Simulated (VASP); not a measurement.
# Zn2NF (P-6m2) in VASP: a series of runs

Runs on Zn2NF. Level: PBE. Tasks: single point, relaxation of cell and atoms.

Program: VASP 6.6.1. These are calculated values, not measurements. Logs are shortened: lines on timing, memory, paths and dates and some standing lists are left out, and cuts for length are marked.

## 1. The cell of the first run

It takes space group P-6m2 (No. 187, hexagonal). The conventional cell has a = 3.103 Å, b = 3.103 Å, c = 5.557 Å, α = 90.00°, β = 90.00°, γ = 120.00°. Within 2.8 Å of Zn (site symmetry 3m) lie 3 N at 2.13 Å and 1 Zn at 2.32 Å and 3 F at 2.41 Å. N (site symmetry -6m2) has 6 Zn at 2.13 Å within 2.8 Å. Within 3.4 Å of F (site symmetry -6m2) lie 6 Zn at 2.41 Å and 6 F at 3.10 Å and 6 N at 3.31 Å.

The cell was generated, and may not be a known phase.

## 2. Single point, PBE

INCAR

```
ALGO = Normal ; EDIFF = 1E-6
ENCUT = 520 ; GGA = PE
ISIF = 2 ; ISMEAR = 0
LASPH = T ; LCHARG = F
LREAL = F ; LWAVE = F
NBANDS = 26 ; NELM = 100
PREC = Accurate ; SIGMA = 0.1
```

KPOINTS

```
k-points
0
Gamma
  6 6 4
```

POSCAR

```
Zn2NF
1.0
    3.1028361364      0.0000000000      0.0000000000
   -1.5514180682      2.6871349179      0.0000000000
    0.0000000000      0.0000000000      5.5571914159
Zn N F
2 1 1
Direct
    0.3333333333      0.6666666667      0.7909959202
    0.3333333333      0.6666666667      0.2090040798
    0.6666666667      0.3333333333      0.0000000000
    0.0000000000      0.0000000000      0.5000000000
```

Potentials or basis: VASP PAW PBE potentials, release 64 (Zn, N, F).

Command:

```console
> cat potpaw_PBE.64/Zn/POTCAR potpaw_PBE.64/N/POTCAR potpaw_PBE.64/F/POTCAR > POTCAR
> mpirun -np 1 vasp_std > vasp.out
```

OUTCAR:

```text
EDIFF = 1E-6
   ENCUT = 520
   GGA = PE
   ISIF = 2
   ISMEAR = 0
   LASPH = T
   LREAL = F
   NELM = 100
   PREC = Accurate

 ion  position               nearest neighbor table
   1  0.333  0.667  0.791-   3 2.13   3 2.13   3 2.13   2 2.32   4 2.41   4 2.41   4 2.41
   2  0.333  0.667  0.209-   3 2.13   3 2.13   3 2.13   1 2.32   4 2.41   4 2.41   4 2.41
   3  0.667  0.333  0.000-   1 2.13   2 2.13   1 2.13   2 2.13   1 2.13   2 2.13
   4  0.000  0.000  0.500-   1 2.41   2 2.41   1 2.41   2 2.41   1 2.41   2 2.41

  LATTYP: Found a hexagonal cell.
 ALAT       =     3.1028361364
 C/A-ratio  =     1.7910038338

  Lattice vectors:

 A1 = (   3.1028361364,   0.0000000000,   0.0000000000)
 A2 = (  -1.5514180682,   2.6871349179,   0.0000000000)
 A3 = (   0.0000000000,   0.0000000000,   5.5571914159)

Analysis of symmetry for initial positions (statically):
=====================================================================
 Subroutine PRICEL returns:
 Original cell was already a primitive cell.

 Routine SETGRP: Setting up the symmetry group for a
 hexagonal supercell.

 Subroutine GETGRP returns: Found 12 space group operations
 (whereof 12 operations were pure point group operations)
 out of a pool of 24 trial point group operations.

The static configuration has the point symmetry D_3h.

Analysis of symmetry for dynamics (positions and initial velocities):
=====================================================================
 Subroutine PRICEL returns:
 Original cell was already a primitive cell.

 Routine SETGRP: Setting up the symmetry group for a
 hexagonal supercell.

 Subroutine GETGRP returns: Found 12 space group operations
 (whereof 12 operations were pure point group operations)
 out of a pool of 24 trial point group operations.

The dynamic configuration has the point symmetry D_3h.

 Subroutine INISYM returns: Found 12 space group operations
 (whereof 12 operations are pure point group operations),
 and found     1 'primitive' translations

----------------------------------------------------------------------------------------

                                     Primitive cell

  volume of cell :      46.3344

  direct lattice vectors                    reciprocal lattice vectors
     3.102836136  0.000000000  0.000000000     0.322285791  0.186071788  0.000000000
    -1.551418068  2.687134918  0.000000000     0.000000000  0.372143577  0.000000000
     0.000000000  0.000000000  5.557191416     0.000000000  0.000000000  0.179947014

  length of vectors
     3.102836136  3.102836136  5.557191416     0.372143577  0.372143577  0.179947014

  position of ions in fractional coordinates (direct lattice)
     0.333333333  0.666666667  0.790995920
     0.333333333  0.666666667  0.209004080
     0.666666667  0.333333333  0.000000000
     0.000000000  0.000000000  0.500000000

  ion indices of the primitive-cell ions
   primitive index   ion index
                 1           1
                 2           2
                 3           3
                 4           4

----------------------------------------------------------------------------------------

 KPOINTS: k-points

Automatic generation of k-mesh.
 Grid dimensions read from file:
 generate k-points for:    6    6    4

 Generating k-lattice:

  Cartesian coordinates                     Fractional coordinates (reciprocal lattice)
     0.053714299  0.031011965  0.000000000     0.166666667  0.000000000  0.000000000
     0.000000000  0.062023929  0.000000000     0.000000000  0.166666667  0.000000000
     0.000000000  0.000000000  0.044986753     0.000000000  0.000000000  0.250000000

  Length of vectors
     0.062023929  0.062023929  0.044986753

  Shift w.r.t. Gamma in fractional coordinates (k-lattice)
     0.000000000  0.000000000  0.000000000

 Subroutine IBZKPT returns following result:
 ===========================================

 Found     21 irreducible k-points:

 Following reciprocal coordinates:
            Coordinates               Weight
  0.000000  0.000000  0.000000      1.000000
  0.166667 -0.000000  0.000000      6.000000
  0.333333 -0.000000  0.000000      6.000000
  0.500000 -0.000000  0.000000      3.000000
  0.166667  0.166667  0.000000      6.000000
  0.333333  0.166667  0.000000     12.000000
[... 13 lines left out ...]
  0.333333  0.166667  0.500000     12.000000
  0.333333  0.333333  0.500000      2.000000
   k-points           NKPTS =     21   k-points in BZ     NKDIM =     21   number of bands    NBANDS=     26
   number of dos      NEDOS =    301   number of ions     NIONS =      4
   total plane-waves  NPLWV =  24192
   dimension x,y,z NGX =    24 NGY =   24 NGZ =   42
   dimension x,y,z NGXF=    48 NGYF=   48 NGZF=   84
   ions per type =               2   1   1
   NGX,Y,Z   is equivalent  to a cutoff of  12.86, 12.86, 12.56 a.u.
   NGXF,Y,Z  is equivalent  to a cutoff of  25.72, 25.72, 25.13 a.u.
 SYSTEM =  unknown system
   PREC   = accura    normal or accurate (medium, high low for compatibility)
   ISTART =      0    job   : 0-new  1-cont  2-samecut
   ICHARG =      2    charge: 1-file 2-atom 10-const
   ISPIN  =      1    spin polarized calculation?
   LNONCOLLINEAR =      F non collinear calculations
   LSORBIT =      F    spin-orbit coupling
   LASPH  =      T    aspherical Exc in radial PAW
   ENCUT  =  520.0 eV  38.22 Ry    6.18 a.u.   5.77  5.77 10.33*2*pi/ulx,y,z
   NELM   =    100;   NELMIN=  2; NELMDL= -5     # of ELM steps
   EDIFF  = 0.1E-05   stopping-criterion for ELM
   LREAL  =      F    real-space projection
[... 7 lines left out ...]
   TEBEG  =    0.0;   TEEND  =   0.0 temperature during run
   PSTRESS=    0.0 pullay stress
   NELECT =      36.0000    total number of electrons
   NUPDOWN=      -1.0000    fix difference up-down
   EMIN   =  10.00;   EMAX   =-10.00  energy-range for DOS
   EFERMI =   0.00;   METHOD = LEGACY
   ISMEAR =     0;   SIGMA  =   0.10  broadening in eV -4-tet -1-fermi 0-gaus
   EFERMI_NEDOS =   21; number of points for ismear=-14 and -15
   IALGO  =     38    algorithm
   IMIX   =      4    mixing-type and parameters
     AMIX     =   0.40;   BMIX     =  1.00
     AMIX_MAG =   1.60;   BMIX_MAG =  1.00
  volume/ion in A,a.u.               =      11.58        78.17
  Fermi-wavevector in a.u.,A,eV,Ry     =   1.505016  2.844068 30.818190  2.265073
  Thomas-Fermi vector in A             =   2.615920
   LORBIT       =      0    0 simple, 1 ext, 2 COOP (PROOUT), +10 PAW based schemes
   GGA     = PE    functional components
   LHFCALC =     F    Hartree Fock is set to
   AEXX    =    0.0000 exact exchange contribution
   IVDW    =     0    specifies the selected vdW correction
   LEPSILON=     F    determine dielectric tensor
   LRPA    =     F    only Hartree local field effects (RPA)
 non-spin polarized calculation
 Gauss-broadening in eV      SIGMA  =   0.10
  energy-cutoff  :      520.00
  volume of cell :       46.33
 maximum number of plane-waves:      1269
 NGX is ok and might be reduce to    24
   NGX = 11   NGY = 11   NGZ = 21

 number of electron      35.9999958 magnetization

 Free energy of the ion-electron system (eV)
  ---------------------------------------------------
  ext. energy  EPLUGINS =         0.00000000
  ---------------------------------------------------
  free energy    TOTEN  =       -14.34618358 eV

  energy without entropy =      -14.34186483  energy(sigma->0) =      -14.34402420

 E-fermi :   3.1219     XC(G=0): -11.2832

 val. band max:        3.1026098125   @ k =   0.1667  -0.0000   0.0000
 cond. band min:       3.1873405643   @ k =   0.0000   0.0000   0.5000
 fundamental gap:      0.0847307519
 Fermi energy:         3.1218799605

 k-point     1 :       0.0000    0.0000    0.0000
  band No.  band energies     occupation
      1     -21.4859      2.00000
      2     -11.9661      2.00000
      3      -5.3628      2.00000
      4      -4.2954      2.00000
      5      -4.2512      2.00000
      6      -4.2512      2.00000
[... 18 lines left out ...]
     25      17.8901      0.00000
     26      17.9467      0.00000

 k-point     2 :       0.1667   -0.0000    0.0000
  band No.  band energies     occupation
      1     -21.4243      2.00000
      2     -11.6949      2.00000
      3      -5.0102      2.00000
      4      -4.3385      2.00000
      5      -4.2355      2.00000
      6      -4.1986      2.00000
[... 18 lines left out ...]
     25      15.7531      0.00000
     26      15.9747      0.00000

 k-point     3 :       0.3333   -0.0000    0.0000
  band No.  band energies     occupation
      1     -21.2993      2.00000
      2     -11.0612      2.00000
      3      -4.8591      2.00000
      4      -4.4749      2.00000
      5      -4.2988      2.00000
      6      -4.1272      2.00000
[... 18 lines left out ...]
     25      14.0430      0.00000
     26      15.5771      0.00000

 k-point     4 :       0.5000   -0.0000    0.0000
  band No.  band energies     occupation
      1     -21.2358      2.00000
      2     -10.6755      2.00000
      3      -5.3233      2.00000
      4      -4.4765      2.00000
      5      -4.3577      2.00000
      6      -4.1443      2.00000
[... 18 lines left out ...]
     25      13.5915      0.00000
     26      15.7671      0.00000
[... 409 lines left out ...]
      1     -21.3297      2.00000
      2     -11.2505      2.00000
      3      -4.7515      2.00000
      4      -4.3478      2.00000
      5      -4.2874      2.00000
      6      -4.1257      2.00000
[... 18 lines left out ...]
     25      14.2086      0.00000
     26      15.2093      0.00000

 k-point    20 :       0.3333    0.1667    0.5000
  band No.  band energies     occupation
      1     -21.2357      2.00000
      2     -10.6842      2.00000
      3      -4.6695      2.00000
      4      -4.5451      2.00000
      5      -4.4462      2.00000
      6      -4.1412      2.00000
[... 18 lines left out ...]
     25      13.6643      0.00000
     26      14.7169      0.00000

 k-point    21 :       0.3333    0.3333    0.5000
  band No.  band energies     occupation
      1     -21.2041      2.00000
      2     -10.4915      2.00000
      3      -4.6541      2.00000
      4      -4.3334      2.00000
      5      -4.3318      2.00000
      6      -4.1974      2.00000
[... 18 lines left out ...]
     25      13.4586      0.00000
     26      14.8708      0.00000

------------------------ aborting loop because EDIFF is reached ----------------------------------------

  FORCE on cell =-STRESS in cart. coord.  units (eV):
  Direction    XX          YY          ZZ          XY          YZ          ZX
  --------------------------------------------------------------------------------------
  -------------------------------------------------------------------------------------
  Total        0.1367899      0.1367899      0.2017466      0.0000000      0.0000000      0.0000000
  in kB        4.7299972      4.7299972      6.9761059      0.0000000      0.0000000      0.0000000
  external PRESSURE =       5.4787001 kB  Pullay stress =       0.0000000 kB

 VOLUME and BASIS-vectors are now :
 -----------------------------------------------------------------------------
  energy-cutoff  :      520.00
  volume of cell :       46.33
      direct lattice vectors                 reciprocal lattice vectors
     3.102836136  0.000000000  0.000000000     0.322285791  0.186071788  0.000000000
    -1.551418068  2.687134918  0.000000000     0.000000000  0.372143577  0.000000000
     0.000000000  0.000000000  5.557191416     0.000000000  0.000000000  0.179947014

 POSITION                                       TOTAL-FORCE (eV/Angst)
 -----------------------------------------------------------------------------------
     -0.00000      1.79142      4.39572         0.000000      0.000000     -0.042271
     -0.00000      1.79142      1.16148         0.000000      0.000000      0.042271
      1.55142      0.89571      0.00000        -0.000000     -0.000000      0.000000
      0.00000      0.00000      2.77860        -0.000000     -0.000000      0.000000
 -----------------------------------------------------------------------------------
    total drift:                               -0.000000      0.000000     -0.000000

  FREE ENERGIE OF THE ION-ELECTRON SYSTEM (eV)
  ---------------------------------------------------
  free  energy   TOTEN  =       -14.3461835756 eV

  energy  without entropy=      -14.3418648288  energy(sigma->0) =      -14.34402420
```

Run time: 40 s. Hardware: 1 thread of Oxide Virtual Turin-like, shared host; peak memory 0.14 GiB.

What came out:

```
Free energy            : -14.3462 eV
Pressure               : 0.5 GPa
Largest force          : 0.042 eV/Å
Band gap on the k mesh : zero (bands 18 and 19 overlap by 0.09 eV)
```

Forces on the atoms (eV/Å):
```
Zn   0.000  0.000 -0.042
Zn   0.000  0.000  0.042
N    0.000  0.000  0.000
F    0.000  0.000  0.000
```

Levels at points of the mesh, in eV from the Fermi level:
```tsv
k point	band 14	band 15	band 16	band 17	band 18	band 19	band 20	band 21	band 22	band 23
(0.00, 0.00, 0.00)	-5.09	-5.09	-3.12	-1.61	0.07	0.07	4.45	5.23	11.37	11.37
(0.50, 0.00, 0.00)	-5.77	-5.47	-5.17	-2.39	-0.97	2.96	3.66	4.21	7.64	8.10
(0.00, 0.00, 0.50)	-4.96	-4.96	-4.83	0.07	0.07	1.65	1.77	6.74	9.92	11.72
(0.50, 0.00, 0.50)	-5.63	-5.11	-4.30	-2.43	-1.11	1.77	3.45	6.66	6.77	8.92
```

Caveat: the k points lie up to 0.39 Å⁻¹ apart; semilocal functionals underestimate gaps, and a narrow one can read as zero.

[end of part 1 of 2]

The gap in the log of VASP goes by the Fermi energy; the results here count the filled bands.